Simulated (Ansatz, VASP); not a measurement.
# One calculation of SiC, two programs

```xyz
4
Lattice="3.1368 0.0000 0.0000 -1.5684 2.7166 0.0000 0.0000 0.0000 5.0318" Properties=species:S:1:pos:R:3 pbc="T T T"
Si    0.0000    1.8111    0.0180
Si    1.5684    0.9055    2.5338
C     0.0000    1.8111    1.9193
C     1.5684    0.9055    4.4352
```

Change from the starting cell: film at in-plane strain +0.02.

Alike in both runs: task single point; functional r2SCAN; k mesh 8 × 8 × 6; no spin polarisation.

```csv
,VASP,Ansatz
version,VASP 6.6.1,Ansatz 0.2.0
potentials or method,"VASP PAW PBE potentials, release 64 (Si, C)","PAW with Ansatz's default frozen-core files, scalar-relativistic"
plane-wave cutoff (eV),520,500
occupations,"gaussian, width 0.01 eV",fixed
valence electrons in the cell,16,16
```

|  | VASP | Ansatz | Ansatz less VASP |
| --- | --- | --- | --- |
| gap on the k mesh at the Fermi level (eV) | 2.94 | 2.93 | -0.005 |
| pressure (GPa) | -7.9 | -7.7 | +0.15 |
| traceless stress, the component that is largest in VASP (GPa) | 7.78 | 7.73 | -0.059 |

VASP's potentials were made for PBE, not for r2SCAN.
